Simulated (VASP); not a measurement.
# BiTe (R-3m) in VASP: notebook, part 2 of 2

VASP 6.6.1.

**4. Single point, r2SCAN**

POSCAR

```
BiTe
1.0
    2.3836250067      1.3761865393      3.4269667821
   -2.3836250067      1.3761865393      3.4269667821
    0.0000000000     -2.7523730785      3.4269667821
Bi Te
1 1
Direct
    0.5000000000      0.5000000000      0.5000000000
    0.0000000000      0.0000000000      0.0000000000
```

INCAR.step1

```
SYSTEM = BiTe
ALGO = Normal
EDIFF = 1E-4
ENCUT = 520
GGA = PE
ISMEAR = -1
LASPH = .True.
LCHARG = .False.
LREAL = .False.
LWAVE = .True.
NBANDS = 18
NELM = 100
PREC = Accurate
SIGMA = 0.1
```

INCAR.step2

```
SYSTEM = BiTe
ALGO = Normal
EDIFF = 1E-7
ENCUT = 520
ISIF = 2
ISMEAR = -1
ISTART = 1
LASPH = .True.
LCHARG = .False.
LMIXTAU = .True.
LREAL = .False.
LWAVE = .False.
METAGGA = R2SCAN
NBANDS = 18
NELM = 100
PREC = Accurate
SIGMA = 0.1
```

KPOINTS

```
k-points
0
Gamma
  12 12 12
  0 0 0
```

Potentials or basis: VASP PAW PBE potentials, release 64 (Bi_d, Te).

Launch:

```bash
$ cat potpaw_PBE.64/Bi_d/POTCAR potpaw_PBE.64/Te/POTCAR > POTCAR
$ cp INCAR.step1 INCAR
$ mpirun -np 1 vasp_std > vasp.out
$ cp INCAR.step2 INCAR
$ mpirun -np 1 vasp_std > vasp.out
```

OUTCAR:

```text
SYSTEM = BiTe
   EDIFF = 1E-7
   ENCUT = 520
   ISIF = 2
   ISMEAR = -1
   ISTART = 1
   LASPH = .True.
   LREAL = .False.
   METAGGA = R2SCAN
   NELM = 100
   PREC = Accurate

 ion  position               nearest neighbor table
   1  0.500  0.500  0.500-   2 3.24   2 3.24   2 3.24   2 3.24   2 3.24   2 3.24
   2  0.000  0.000  0.000-   1 3.24   1 3.24   1 3.24   1 3.24   1 3.24   1 3.24

  LATTYP: Found a trigonal (rhomboedric) cell.
 ALAT       =     4.3954133923
 COS(alpha) =     0.4118252082

  Lattice vectors:

 A1 = (   2.3836250067,   1.3761865393,   3.4269667821)
 A2 = (  -2.3836250067,   1.3761865393,   3.4269667821)
 A3 = (   0.0000000000,  -2.7523730785,   3.4269667821)

Analysis of symmetry for initial positions (statically):
=====================================================================
 Subroutine PRICEL returns:
 Original cell was already a primitive cell.

 Routine SETGRP: Setting up the symmetry group for a
 trigonal (rhombohedral) supercell.

 Subroutine GETGRP returns: Found 12 space group operations
 (whereof 12 operations were pure point group operations)
 out of a pool of 12 trial point group operations.

The static configuration has the point symmetry D_3d.

Analysis of symmetry for dynamics (positions and initial velocities):
=====================================================================
 Subroutine PRICEL returns:
 Original cell was already a primitive cell.

 Routine SETGRP: Setting up the symmetry group for a
 trigonal (rhombohedral) supercell.

 Subroutine GETGRP returns: Found 12 space group operations
 (whereof 12 operations were pure point group operations)
 out of a pool of 12 trial point group operations.

The dynamic configuration has the point symmetry D_3d.

 Subroutine INISYM returns: Found 12 space group operations
 (whereof 12 operations are pure point group operations),
 and found     1 'primitive' translations

----------------------------------------------------------------------------------------

                                     Primitive cell

  volume of cell :      67.4491

  direct lattice vectors                    reciprocal lattice vectors
     2.383625007  1.376186539  3.426966782     0.209764539  0.121107613  0.097267746
    -2.383625007  1.376186539  3.426966782    -0.209764539  0.121107613  0.097267746
     0.000000000 -2.752373078  3.426966782     0.000000000 -0.242215226  0.097267746

  length of vectors
     4.395413392  4.395413392  4.395413392     0.261015766  0.261015766  0.261015766

  position of ions in fractional coordinates (direct lattice)
     0.500000000  0.500000000  0.500000000
     0.000000000  0.000000000  0.000000000

  ion indices of the primitive-cell ions
   primitive index   ion index
                 1           1
                 2           2

----------------------------------------------------------------------------------------

 KPOINTS: k-points

Automatic generation of k-mesh.
 Grid dimensions read from file:
 generate k-points for:   12   12   12

 Generating k-lattice:

  Cartesian coordinates                     Fractional coordinates (reciprocal lattice)
     0.017480378  0.010092301  0.008105645     0.083333333  0.000000000 -0.000000000
    -0.017480378  0.010092301  0.008105645     0.000000000  0.083333333 -0.000000000
     0.000000000 -0.020184602  0.008105645    -0.000000000 -0.000000000  0.083333333

  Length of vectors
     0.021751314  0.021751314  0.021751314

  Shift w.r.t. Gamma in fractional coordinates (k-lattice)
     0.000000000  0.000000000  0.000000000

 Subroutine IBZKPT returns following result:
 ===========================================

 Found    189 irreducible k-points:

 Following reciprocal coordinates:
            Coordinates               Weight
  0.000000  0.000000  0.000000      1.000000
  0.083333 -0.000000  0.000000      6.000000
  0.166667  0.000000  0.000000      6.000000
  0.250000  0.000000  0.000000      6.000000
  0.333333  0.000000  0.000000      6.000000
  0.416667 -0.000000  0.000000      6.000000
[... 16 lines left out ...]
  0.500000  0.166667  0.000000     12.000000
 -0.416667  0.166667  0.000000     12.000000
 [... further k-points ...]
   k-points           NKPTS =    189   k-points in BZ     NKDIM =    189   number of bands    NBANDS=     18
   number of dos      NEDOS =    301   number of ions     NIONS =      2
   total plane-waves  NPLWV =  46656
   dimension x,y,z NGX =    36 NGY =   36 NGZ =   36
   dimension x,y,z NGXF=    72 NGYF=   72 NGZF=   72
   ions per type =               1   1
   NGX,Y,Z   is equivalent  to a cutoff of  13.62, 13.62, 13.62 a.u.
   NGXF,Y,Z  is equivalent  to a cutoff of  27.23, 27.23, 27.23 a.u.
 SYSTEM =  BiTe
   PREC   = accura    normal or accurate (medium, high low for compatibility)
   ISTART =      1    job   : 0-new  1-cont  2-samecut
   ICHARG =      0    charge: 1-file 2-atom 10-const
   ISPIN  =      1    spin polarized calculation?
   LNONCOLLINEAR =      F non collinear calculations
   LSORBIT =      F    spin-orbit coupling
   LASPH  =      T    aspherical Exc in radial PAW
   ENCUT  =  520.0 eV  38.22 Ry    6.18 a.u.   8.17  8.17  8.17*2*pi/ulx,y,z
   NELM   =    100;   NELMIN=  2; NELMDL=  0     # of ELM steps
   EDIFF  = 0.1E-06   stopping-criterion for ELM
   LREAL  =      F    real-space projection
   EDIFFG = 0.1E-05   stopping-criterion for IOM
   NSW    =      0    number of steps for IOM
   IBRION =     -1    ionic relax: 0-MD 1-quasi-New 2-CG
   NFREE  =      0    steps in history (QN), initial steepest desc. (CG)
   ISIF   =      2    stress and relaxation
   ISYM   =      2    0-nonsym 1-usesym 2-fastsym
   POTIM  = 0.5000    time-step for ionic-motion
   TEBEG  =    0.0;   TEEND  =   0.0 temperature during run
   PSTRESS=    0.0 pullay stress
   NELECT =      21.0000    total number of electrons
   NUPDOWN=      -1.0000    fix difference up-down
   EMIN   =  10.00;   EMAX   =-10.00  energy-range for DOS
   EFERMI =   0.00;   METHOD = LEGACY
   ISMEAR =    -1;   SIGMA  =   0.10  broadening in eV -4-tet -1-fermi 0-gaus
   EFERMI_NEDOS =   21; number of points for ismear=-14 and -15
   IALGO  =     38    algorithm
   IMIX   =      4    mixing-type and parameters
     AMIX     =   0.40;   BMIX     =  1.00
     AMIX_MAG =   1.60;   BMIX_MAG =  1.00
  volume/ion in A,a.u.               =      33.72       227.58
  Fermi-wavevector in a.u.,A,eV,Ry     =   1.109573  2.096789 16.750837  1.231152
  Thomas-Fermi vector in A             =   2.246114
   LORBIT       =      0    0 simple, 1 ext, 2 COOP (PROOUT), +10 PAW based schemes
   METAGGA = R2SCAN    functional components
   LHFCALC =     F    Hartree Fock is set to
   AEXX    =    0.0000 exact exchange contribution
   IVDW    =     0    specifies the selected vdW correction
   LEPSILON=     F    determine dielectric tensor
   LRPA    =     F    only Hartree local field effects (RPA)
 non-spin polarized calculation
  energy-cutoff  :      520.00
  volume of cell :       67.45
 maximum number of plane-waves:      1842
 NGX is ok and might be reduce to    36
   NGX = 17   NGY = 17   NGZ = 17

 number of electron      21.0000002 magnetization

 Free energy of the ion-electron system (eV)
  ---------------------------------------------------
  ext. energy  EPLUGINS =         0.00000000
  ---------------------------------------------------
  free energy    TOTEN  =       -84.05473397 eV

  energy without entropy =      -84.00918771  energy(sigma->0) =      -84.03196084

 E-fermi :   6.6545     XC(G=0): -10.0288

 val. band max:        6.6512286980   @ k =  -0.3333   0.4167   0.1667
 cond. band min:       6.6555663737   @ k =  -0.1667   0.3333   0.0833
 fundamental gap:      0.0043376758
 Fermi energy:         6.6545012759

 k-point     1 :       0.0000    0.0000    0.0000
  band No.  band energies     occupation
      1     -17.3285      2.00000
      2     -17.3285      2.00000
      3     -17.3155      2.00000
      4     -17.3155      2.00000
      5     -17.3005      2.00000
      6      -7.5135      2.00000
[... 10 lines left out ...]
     17      13.5035      0.00000
     18      13.7199      0.00000
[... 463 lines left out ...]
 k-point    24 :      -0.4167    0.1667    0.0000
  band No.  band energies     occupation
      1     -17.3306      2.00000
      2     -17.3289      2.00000
      3     -17.3176      2.00000
      4     -17.3095      2.00000
      5     -17.2958      2.00000
      6      -5.4649      2.00000
[... 10 lines left out ...]
     17      16.2922      0.00000
     18      16.9741      0.00000

 [... further k-points ...]

------------------------ aborting loop because EDIFF is reached ----------------------------------------

  FORCE on cell =-STRESS in cart. coord.  units (eV):
  Direction    XX          YY          ZZ          XY          YZ          ZX
  --------------------------------------------------------------------------------------
  -------------------------------------------------------------------------------------
  Total       -0.1056966     -0.1056966     -0.1943675      0.0000000     -0.0000000      0.0000000
  in kB       -2.5107012     -2.5107012     -4.6169780      0.0000000     -0.0000000      0.0000000
  external PRESSURE =      -3.2127935 kB  Pullay stress =       0.0000000 kB

 VOLUME and BASIS-vectors are now :
 -----------------------------------------------------------------------------
  energy-cutoff  :      520.00
  volume of cell :       67.45
      direct lattice vectors                 reciprocal lattice vectors
     2.383625007  1.376186539  3.426966782     0.209764539  0.121107613  0.097267746
    -2.383625007  1.376186539  3.426966782    -0.209764539  0.121107613  0.097267746
     0.000000000 -2.752373078  3.426966782     0.000000000 -0.242215226  0.097267746

 POSITION                                       TOTAL-FORCE (eV/Angst)
 -----------------------------------------------------------------------------------
      0.00000      0.00000      5.14045        -0.000000      0.000000     -0.000000
      0.00000      0.00000      0.00000         0.000000     -0.000000      0.000000
 -----------------------------------------------------------------------------------
    total drift:                               -0.000000     -0.000000      0.000000

  FREE ENERGIE OF THE ION-ELECTRON SYSTEM (eV)
  ---------------------------------------------------
  free  energy   TOTEN  =       -84.0547339702 eV

  energy  without entropy=      -84.0091877086  energy(sigma->0) =      -84.03196084
```

OUTCAR.step1:

```text
SYSTEM = BiTe
   EDIFF = 1E-4
   ENCUT = 520
   GGA = PE
   ISMEAR = -1
   LASPH = .True.
   LREAL = .False.
[... 725 lines left out ...]
      0.00000      0.00000      5.14045         0.000000      0.000000      0.000000
      0.00000      0.00000      0.00000        -0.000000     -0.000000      0.000000
 -----------------------------------------------------------------------------------
    total drift:                               -0.000000     -0.000000      0.000000

  FREE ENERGIE OF THE ION-ELECTRON SYSTEM (eV)
  ---------------------------------------------------
  free  energy   TOTEN  =        -7.2007716084 eV

  energy  without entropy=       -7.1535233911  energy(sigma->0) =       -7.17714750
```

OSZICAR.step1:

```text
N       E                     dE             d eps       ncg     rms          rms(c)
DAV:   1     0.158080642626E+03    0.15808E+03   -0.99589E+03  6830   0.113E+03
DAV:   2     0.497492102286E+01   -0.15311E+03   -0.14908E+03  7286   0.306E+02
DAV:   3    -0.689141339841E+01   -0.11866E+02   -0.11753E+02  8356   0.890E+01
DAV:   4    -0.722080177421E+01   -0.32939E+00   -0.32900E+00  8528   0.158E+01
DAV:   5    -0.723304133910E+01   -0.12240E-01   -0.12239E-01  9136   0.285E+00    0.607E+00
DAV:   6    -0.719667269687E+01    0.36369E-01   -0.12278E-01  9682   0.209E+00    0.376E+00
DAV:   7    -0.720073848952E+01   -0.40658E-02   -0.31315E-02  7846   0.885E-01    0.661E-01
DAV:   8    -0.720063239715E+01    0.10609E-03   -0.46664E-03  8394   0.458E-01    0.138E-01
DAV:   9    -0.720077128737E+01   -0.13889E-03   -0.45800E-04  7658   0.134E-01    0.492E-02
DAV:  10    -0.720077160842E+01   -0.32105E-06   -0.16228E-05  3958   0.284E-02
   1 F= -.72007716E+01 E0= -.71771475E+01  d E =-.472482E-01
```

It took 5.4 min on 1 thread of Intel Xeon 6975P-C (Granite Rapids), shared host; peak memory 0.38 GiB.

Results:

| Property | Result |
| --- | --- |
| Free energy | -84.0547 eV |
| Pressure | -0.3 GPa |
| Band gap on the k mesh | zero (an odd number of electrons rules out a gap without spin polarisation) |

Caveat: the PAW data sets were made with another functional, which shifts forces and pressure a little; spin-orbit coupling is left out, which moves the levels of the heavy elements; an odd number of electrons without spin polarisation forces a metal; a magnetic or distorted state may lie lower.

**5. The runs side by side**

```tsv
cell	gap on the mesh (eV)	pressure (GPa)
a = 4.454 Å, angles 63.6°, 2 atoms	none	0.0
a = 4.297 Å, angles 69.7°, 2 atoms	none	-1.2
a = 4.395 Å, angles 65.7°, 2 atoms	none	-0.3
```

Alike in all rows: task single point; level r2SCAN; potentials or basis VASP PAW PBE potentials, release 64 (Bi_d, Te); no spin polarisation; k mesh 12 × 12 × 12; cutoff (eV) 520; smearing fermi-dirac 0.1 eV.

Caveats: the PAW data sets were made with another functional, which shifts forces and pressure a little; spin-orbit coupling is left out, which moves the levels of the heavy elements; an odd number of electrons without spin polarisation forces a metal; a magnetic or distorted state may lie lower.

Absolute energies hang on the potentials; compare differences alone.

The gap in the log of VASP goes by the Fermi energy; the results here count the filled bands.